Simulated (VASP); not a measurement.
Ga3As2P: single point with PBE

Crystal: Ga3As2P.

```
P Ga As
1.0
    -1.97750    5.93264    2.79664
     1.97750   -5.93264    2.79664
     1.97750    5.93264   -2.79664
P Ga As
1 3 2
Direct
  0.00072 0.00072 0.00000
  0.23910 0.73910 0.50000
  0.59324 0.75551 0.83772
  0.91779 0.75551 0.16228
  0.33355 0.99958 0.33397
  0.66561 0.99958 0.66603
```

- Program: VASP 6.6.1
- Task: single point
- Functional: PBE
- Potentials or basis: VASP PAW PBE potentials, release 64 (P, Ga_d, As)
- Cutoff: 520 eV
- k mesh: 8 × 8 × 8
- Occupations: fermi-dirac, width 0.02 eV
- Spin: no spin polarisation

* Pressure: 2.8 GPa
* Largest force: 0.070 eV/Å
* Band gap on the k mesh: 0.87 eV

Forces in eV/Å, atoms in the order of the input:
```
P    0.000  0.000  0.010
Ga   0.000  0.000 -0.070
Ga   0.000  0.049  0.038
Ga   0.000 -0.049  0.038
As   0.000 -0.001 -0.008
As   0.000  0.001 -0.008
```

Levels at points of the mesh, in eV from the valence-band top:
```csv
k point,band 25,band 26,band 27,band 28,band 29,band 30
"(0.00, 0.00, 0.00)",-0.05,-0.04,0.00,0.87,2.08,2.49
"(0.50, 0.00, 0.00)",-1.41,-1.16,-1.05,1.16,2.42,2.68
"(0.00, 0.50, 0.00)",-2.43,-1.16,-1.16,1.16,3.65,3.68
"(0.50, 0.50, 0.00)",-2.68,-2.15,-1.97,1.48,1.67,3.44
"(0.50, 0.50, 0.50)",-2.07,-0.73,-0.35,1.48,1.63,2.71
```

It took 33 min on 1 thread of Intel(R) Xeon(R) Platinum 8488C (Sapphire Rapids), on a shared host, peak memory 0.66 GiB.

A k mesh can miss the band edges.
